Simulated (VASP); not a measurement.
# MoS2 (P6_3/mmc) in VASP: a series of runs, part 2 of 2

VASP 6.6.1. Earlier steps stand in the parts before.

## (3) Single point, PBE

Input file INCAR:

```
SYSTEM = MoS2
PREC = Accurate
ENCUT = 520
EDIFF = 1E-6
ISMEAR = -1
SIGMA = 0.05
LREAL = .False.
LASPH = .True.
NELM = 60
ALGO = Normal
ISIF = 2
LWAVE = .False.
LCHARG = .True.
GGA = PE
LELF = .True.
LVHAR = .True.
NBANDS = 35
```

Input file KPOINTS:

```
regular mesh
0
Gamma
  10 10 3
  0 0 0
```

Input file POSCAR:

```
MoS2
1.0
    3.1690000000      0.0000000000      0.0000000000
   -1.5845000000      2.7444345046      0.0000000000
    0.0000000000      0.0000000000     12.3240000000
Mo S
2 4
Direct
    0.6666666667      0.3333333333      0.7500000000
    0.3333333333      0.6666666667      0.2500000000
    0.6666666667      0.3333333333      0.3770000000
    0.3333333333      0.6666666667      0.8770000000
    0.6666666667      0.3333333333      0.1230000000
    0.3333333333      0.6666666667      0.6230000000
```

Potentials or basis: VASP PAW PBE potentials, release 64 (Mo_sv, S).

Launch:

```
$ cat potpaw_PBE.64/Mo_sv/POTCAR potpaw_PBE.64/S/POTCAR > POTCAR
$ mpirun -np 1 vasp_std > vasp.out
```

OUTCAR:

```text
SYSTEM = MoS2
   PREC = Accurate
   ENCUT = 520
   EDIFF = 1E-6
   ISMEAR = -1
   LREAL = .False.
   LASPH = .True.
   NELM = 60
   ISIF = 2
   GGA = PE

 ion  position               nearest neighbor table
   1  0.667  0.333  0.750-   4 2.41   6 2.41   4 2.41   6 2.41   4 2.41   6 2.41
   2  0.333  0.667  0.250-   3 2.41   5 2.41   3 2.41   5 2.41   3 2.41   5 2.41
   3  0.667  0.333  0.377-   2 2.41   2 2.41   2 2.41
   4  0.333  0.667  0.877-   1 2.41   1 2.41   1 2.41
   5  0.667  0.333  0.123-   2 2.41   2 2.41   2 2.41
   6  0.333  0.667  0.623-   1 2.41   1 2.41   1 2.41
[... 1121 lines left out ...]
  -------------------------------------------------------------------------------------
  Total        1.1573212      1.1573212      1.3957479      0.0000000     -0.0000000      0.0000000
  in kB       17.2996656     17.2996656     20.8636724      0.0000000     -0.0000000      0.0000000
  external PRESSURE =      18.4876678 kB  Pullay stress =       0.0000000 kB

 VOLUME and BASIS-vectors are now :
 -----------------------------------------------------------------------------
  energy-cutoff  :      520.00
  volume of cell :      107.18
      direct lattice vectors                 reciprocal lattice vectors
     3.169000000  0.000000000  0.000000000     0.315556958  0.182186895  0.000000000
    -1.584500000  2.744434505  0.000000000     0.000000000  0.364373789  0.000000000
     0.000000000  0.000000000 12.324000000     0.000000000  0.000000000  0.081142486

 POSITION                                       TOTAL-FORCE (eV/Angst)
 -----------------------------------------------------------------------------------
      1.58450      0.91481      9.24300         0.000000      0.000000     -0.000000
     -0.00000      1.82962      3.08100        -0.000000      0.000000     -0.000000
      1.58450      0.91481      4.64615        -0.000000      0.000000     -0.077940
     -0.00000      1.82962     10.80815         0.000000      0.000000     -0.077940
      1.58450      0.91481      1.51585        -0.000000      0.000000      0.077940
     -0.00000      1.82962      7.67785         0.000000     -0.000000      0.077940
 -----------------------------------------------------------------------------------
    total drift:                               -0.000000      0.000000     -0.000000

  FREE ENERGIE OF THE ION-ELECTRON SYSTEM (eV)
  ---------------------------------------------------
  free  energy   TOTEN  =       -43.6141726954 eV

  energy  without entropy=      -43.6141706091  energy(sigma->0) =      -43.61417165
```

OSZICAR:

```text
N       E                     dE             d eps       ncg     rms          rms(c)
DAV:   1     0.440978056831E+03    0.44098E+03   -0.29156E+04  2144   0.141E+03
DAV:   2    -0.238443675430E+02   -0.46482E+03   -0.44907E+03  2344   0.366E+02
DAV:   3    -0.461007301150E+02   -0.22256E+02   -0.21800E+02  2370   0.738E+01
DAV:   4    -0.465607759571E+02   -0.46005E+00   -0.45863E+00  2303   0.108E+01
DAV:   5    -0.465699002390E+02   -0.91243E-02   -0.91223E-02  2309   0.150E+00    0.339E+01
DAV:   6    -0.444161468837E+02    0.21538E+01   -0.12580E+01  2142   0.226E+01    0.127E+01
DAV:   7    -0.439888460977E+02    0.42730E+00   -0.58812E+00  2100   0.148E+01    0.812E+00
DAV:   8    -0.436122618855E+02    0.37658E+00   -0.87650E-01  2134   0.632E+00    0.294E+00
DAV:   9    -0.436226003804E+02   -0.10338E-01   -0.10383E-01  2276   0.161E+00    0.130E+00
DAV:  10    -0.436142223467E+02    0.83780E-02   -0.33933E-02  2182   0.124E+00    0.406E-01
DAV:  11    -0.436143478733E+02   -0.12553E-03   -0.19483E-03  2186   0.236E-01    0.230E-01
DAV:  12    -0.436141699646E+02    0.17791E-03   -0.46899E-04  2224   0.126E-01    0.110E-01
DAV:  13    -0.436141684426E+02    0.15221E-05   -0.16693E-04  2296   0.654E-02    0.808E-03
DAV:  14    -0.436141720539E+02   -0.36113E-05   -0.11457E-05  1975   0.159E-02    0.174E-02
DAV:  15    -0.436141726954E+02   -0.64150E-06   -0.66868E-07  1432   0.415E-03
   1 F= -.43614173E+02 E0= -.43614172E+02  d E =-.208631E-05
```

It took 62 s on 1 thread of Intel Xeon 6975P-C (Granite Rapids), shared host; peak memory 0.26 GiB.

Results:

| Item | Value |
| --- | --- |
| Free energy | -43.6142 eV |
| Pressure | 1.8 GPa |
| Largest force | 0.078 eV/Å |
| Band gap on the k mesh | 0.94 eV, indirect (least direct gap 1.87 eV) |

Forces in eV/Å, atoms in the order of the input:
```
Mo   0.000  0.000  0.000
Mo   0.000  0.000  0.000
S    0.000  0.000 -0.078
S    0.000  0.000 -0.078
S    0.000  0.000  0.078
S    0.000  0.000  0.078
```

Stress tensor (GPa, compression positive):
```
1.73 0.00 0.00
0.00 1.73 0.00
0.00 0.00 2.09
```

Levels at points of the mesh, in eV from the valence-band top:
| k point | band 23 | band 24 | band 25 | band 26 | band 27 | band 28 | band 29 | band 30 |
| --- | --- | --- | --- | --- | --- | --- | --- | --- |
| (0.00, 0.00, 0.00) | -2.12 | -1.18 | -1.14 | 0.00 | 2.11 | 2.11 | 2.14 | 2.14 |
| (0.50, 0.00, 0.00) | -1.72 | -1.52 | -1.39 | -1.27 | 1.61 | 1.66 | 2.01 | 2.27 |

Caveat: this functional lacks dispersion, which binds the layers, so the pressure and a relaxed spacing across them are unreliable.

## (4) Single point, PBEsol

Input file INCAR:

```
  ALGO = Normal
  EDIFF = 1E-7
  ENCUT = 520
  GGA = PS
  ISIF = 2
  ISMEAR = -1
  LASPH = True
  LCHARG = False
  LREAL = False
  LWAVE = False
  NBANDS = 35
  NELM = 100
  PREC = Accurate
  SIGMA = 0.05
```

Input file KPOINTS:

```
k-points
0
Gamma
  10 10 3
```

POSCAR is that of step 3.

Launch:

```
$ cat potpaw_PBE.64/Mo_sv/POTCAR potpaw_PBE.64/S/POTCAR > POTCAR
$ mpirun -np 1 vasp_std > vasp.out
```

Wall time 54 s (1 thread of Intel Xeon 6975P-C (Granite Rapids), shared host); peak memory 0.25 GiB.

It converged, with:

| Property | Result |
| --- | --- |
| Free energy | -46.8794 eV |
| Pressure | -3.0 GPa |
| Largest force | 0.312 eV/Å |
| Band gap on the k mesh | 0.90 eV, indirect (least direct gap 1.87 eV) |

Forces in eV/Å, atoms in the order of the input:
```
Mo   0.000  0.000  0.000
Mo   0.000  0.000  0.000
S    0.000  0.000 -0.312
S    0.000  0.000 -0.312
S    0.000  0.000  0.312
S    0.000  0.000  0.312
```

Stress tensor (GPa, compression positive):
```
-3.27  0.00  0.00
 0.00 -3.27  0.00
 0.00  0.00 -2.37
```

Levels at points of the mesh, in eV from the valence-band top:
```tsv
k point	band 23	band 24	band 25	band 26	band 27	band 28	band 29	band 30
(0.00, 0.00, 0.00)	-2.12	-1.18	-1.17	0.00	2.11	2.11	2.13	2.13
(0.50, 0.00, 0.00)	-1.72	-1.51	-1.42	-1.29	1.61	1.65	1.99	2.27
```

Caveat: the PAW data sets were made with another functional, which shifts forces and pressure a little; this functional lacks dispersion, which binds the layers, so the pressure and a relaxed spacing across them are unreliable.

## (5) Summary

| level | potentials or basis | gap on the mesh (eV) | pressure (GPa) | largest force (eV/Å) |
| --- | --- | --- | --- | --- |
| LDA | VASP PAW LDA potentials, release 64 (Mo_sv, S) | 0.86 | -5.6 | 0.46 |
| PBE | VASP PAW PBE potentials, release 64 (Mo_sv, S) | 0.94 | 1.8 | 0.08 |
| PBEsol | VASP PAW PBE potentials, release 64 (Mo_sv, S) | 0.90 | -3.0 | 0.31 |

Alike in all rows: task single point; no spin polarisation; cell as given; k mesh 10 × 10 × 3; cutoff (eV) 520; smearing fermi-dirac 0.05 eV.

Caveats: this functional lacks dispersion, which binds the layers, so the pressure and a relaxed spacing across them are unreliable (some runs); the PAW data sets were made with another functional, which shifts forces and pressure a little (some runs).

Total energies depend on the potentials used, so only differences within one code and one set of settings carry meaning.

## (6) How close it comes

Step 3. Against the measured gap of MoS2, 1.3 eV (indirect; 300 K; “Multiwavelength excitation Raman Scattering Analysis of bulk and 2 dimensional MoS2: Vibrational properties of atomically thin MoS2 layers”, 2015, arxiv:1506.03228), the calculated 0.94 eV is off by -0.36 eV. Spin-orbit coupling on Mo is left out. The value is that of PBE on a finite k mesh, which can miss the band edges, without temperature or zero-point motion. Semilocal functionals fall short of measured gaps as a rule.

Step 4. Against the measured gap of MoS2, 1.3 eV (indirect; 300 K; “Multiwavelength excitation Raman Scattering Analysis of bulk and 2 dimensional MoS2: Vibrational properties of atomically thin MoS2 layers”, 2015, arxiv:1506.03228), the calculated 0.90 eV is off by -0.40 eV. Spin-orbit coupling on Mo is left out. The value is that of PBEsol on a finite k mesh, which can miss the band edges, without temperature or zero-point motion. Semilocal functionals fall short of measured gaps as a rule.
